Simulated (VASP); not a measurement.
Wanted: the native input for a VASP 6.6.1 run.

```yaml
Task: single point
Functional: BHLYP
Potentials_or_basis: VASP PAW PBE potentials, release 64 (Y_sv)
Cutoff: 400 eV
k_mesh: 5 × 5 × 5
Occupations: fermi-dirac, width 0.05 eV
Spin: no spin polarisation
Dipole_correction: no
Grid_for_exact_exchange_PRECFOCK: Normal
Further_INCAR_settings: ALGO = Normal; EDIFF = 1e-06; NBANDS = 12
Share_of_exact_exchange: 0.5
```

The system is Y.

```
CELL_PARAMETERS angstrom
0.00000 2.74905 2.74905
2.74905 0.00000 2.74905
2.74905 2.74905 0.00000
ATOMIC_POSITIONS crystal
Y 0.00000 0.00000 0.00000
```

This isn't the form of Y at room conditions, which is hcp.

These files were run (other wordings do the same):

POSCAR

```
Y
1.0
    0.0000000000      2.7490490350      2.7490490350
    2.7490490350      0.0000000000      2.7490490350
    2.7490490350      2.7490490350      0.0000000000
Y
1
Direct
    0.0000000000      0.0000000000      0.0000000000
```

INCAR.step1

```
SYSTEM = Y
ALGO     = Normal         ! electronic algorithm
EDIFF    = 1E-5           ! SCF threshold, eV
ENCUT    = 400            ! plane-wave cutoff, eV
GGA      = PE             ! functional
GGA_COMPAT= .FALSE.      
ISIF     = 2              ! what is computed and relaxed
ISMEAR   = -1             ! smearing method
LASPH    = .TRUE.         ! aspherical terms in the spheres
LCHARG   = .FALSE.        ! write CHGCAR
LREAL    = .FALSE.        ! projectors in reciprocal space
LWAVE    = .TRUE.         ! write WAVECAR
NBANDS   = 12             ! bands
NELM     = 120            ! most SCF steps
PREC     = Accurate       ! precision mode
SIGMA    = 0.05           ! smearing width, eV
```

INCAR.step2

```
SYSTEM = Y
AEXX     = 0.5            ! exact-exchange fraction
AGGAC    = 1.0          
AGGAX    = 0.5          
ALDAC    = 0.0          
ALDAX    = 0.5          
ALGO     = Normal         ! electronic algorithm
EDIFF    = 1E-6           ! SCF threshold, eV
ENCUT    = 400            ! plane-wave cutoff, eV
GGA      = B5             ! functional
GGA_COMPAT= .FALSE.      
ISIF     = 2              ! what is computed and relaxed
ISMEAR   = -1             ! smearing method
ISTART   = 1            
LASPH    = .TRUE.         ! aspherical terms in the spheres
LCHARG   = .FALSE.        ! write CHGCAR
LHFCALC  = .TRUE.         ! exact exchange
LREAL    = .FALSE.        ! projectors in reciprocal space
LWAVE    = .FALSE.        ! write WAVECAR
NBANDS   = 12             ! bands
NELM     = 120            ! most SCF steps
PREC     = Accurate       ! precision mode
PRECFOCK = Normal       
SIGMA    = 0.05           ! smearing width, eV
```

KPOINTS

```
k-points
0
G
  5 5 5
  0 0 0
```

Potentials or basis: VASP PAW PBE potentials, release 64 (Y_sv).

Launch:

```bash
$ cat potpaw_PBE.64/Y_sv/POTCAR > POTCAR
$ cp INCAR.step1 INCAR
$ mpirun -np 1 vasp_std > vasp.out
$ cp INCAR.step2 INCAR
$ mpirun -np 1 vasp_std > vasp.out
```

It gave:

The pressure is -4.8 GPa and the band gap on the k mesh is zero (an odd number of electrons rules out a gap without spin polarisation).

Caveat: the k points lie up to 0.40 Å⁻¹ apart, too coarse for converged energies and pressures of a metal; the PAW data sets were made with another functional, which shifts forces and pressure a little.

Run time: 7.3 min on 1 thread of Intel(R) Xeon(R) Platinum 8259CL CPU @ 2.50GHz (Skylake/Cascade Lake) (shared host), peak memory 0.18 GiB.
